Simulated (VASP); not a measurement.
Here is a VASP 6.6.1 calculation.

The input POSCAR:

```
I
1.0
    0.0000000000      2.3656004428      3.9098401324
    2.1922454667      0.0000000000      3.9098401324
    2.1922454667      2.3656004428      0.0000000000
I
1
Direct
    0.0000000000      0.0000000000      0.0000000000
```

The input INCAR.step1:

```
SYSTEM = I
PREC = Accurate
ENCUT = 600
ISMEAR = -1
SIGMA = 0.05
LREAL = .FALSE.
LASPH = .TRUE.
NELM = 80
GGA = PE
ALGO = Normal
EDIFF = 1E-4
LWAVE = .TRUE.
LCHARG = .FALSE.
```

INCAR.step2

```
SYSTEM = I
PREC = Accurate
ENCUT = 600
EDIFF = 1E-6
ISMEAR = -1
SIGMA = 0.05
LREAL = .FALSE.
LASPH = .TRUE.
NELM = 80
ALGO = Normal
ISIF = 3
LWAVE = .FALSE.
LCHARG = .FALSE.
METAGGA = R2SCAN
LMIXTAU = .TRUE.
IBRION = 2
NSW = 60
EDIFFG = -0.01
ISTART = 1
```

KPOINTS

```
Automatic mesh
0
G
  9 9 9
  0 0 0
```

Potentials or basis: VASP PAW PBE potentials, release 64 (I).

The run is started by

```console
$ cat potpaw_PBE.64/I/POTCAR > POTCAR
$ cp INCAR.step1 INCAR
$ mpirun -np 1 vasp_std > vasp.out
$ cp INCAR.step2 INCAR
$ mpirun -np 1 vasp_std > vasp.out
```

(1) Predict the space group after relaxing (to 0.1 Å).

(2) What does it give for the relaxed cell?

(3) Predict the relaxed volume.

## Answers

(1) Fmmm (No. 69).

(2) a = 4.570 Å, b = 4.482 Å, c = 3.223 Å, α = 70.60°, β = 67.69°, γ = 41.70°.

(3) 40.51 Å³/atom.

Caveat: the PAW data sets were made with another functional, which shifts forces and pressure a little; an odd number of electrons without spin polarisation forces a metal; a magnetic or distorted state may lie lower.
